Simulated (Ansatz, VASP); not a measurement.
## Two plane-wave programs on BaTiO3

```
Ba Ti O
1.0
     2.73423    1.65299    2.35630
    -2.73423    1.65299    2.35630
     0.00000   -3.30599    2.35630
Ba Ti O
1 1 3
Direct
  0.00495 0.00495 0.00495
  0.51919 0.51919 0.51919
  0.48839 0.48839 0.97777
  0.48839 0.97777 0.48839
  0.97777 0.48839 0.48839
```

Change from the starting cell: strain -0.0450 x Voigt [1, 0, 0, 0, 0, 0], atoms carried along.

Alike in both runs: task single point; functional PBE; k mesh 6 × 6 × 6; occupations gaussian, width 0.05 eV; no spin polarisation.

|  | VASP | Ansatz |
| --- | --- | --- |
| version | VASP 6.6.1 | Ansatz 0.2.0 |
| potentials or method | VASP PAW PBE potentials, release 64 (Ba_sv, Ti_sv, O), cutoff 520 eV | scalar-relativistic, plane waves, PAW |
| valence electrons in the cell | 40 | 40 |

```csv
,VASP,Ansatz,Ansatz less VASP
gap on the k mesh at the Fermi level (eV),2.61,2.66,+0.046
least direct gap on the mesh (eV),3.01,3.02,+0.008
pressure (GPa),10.3,8.4,-1.88
"traceless stress, the component that is largest in VASP (GPa)",7.64,7.34,-0.299
rms of the force components (eV/Å),0.321,0.287,-0.0337
```

Atom by atom the forces differ by 0.039 eV/Å (rms over components).

Spin-orbit coupling is off throughout.
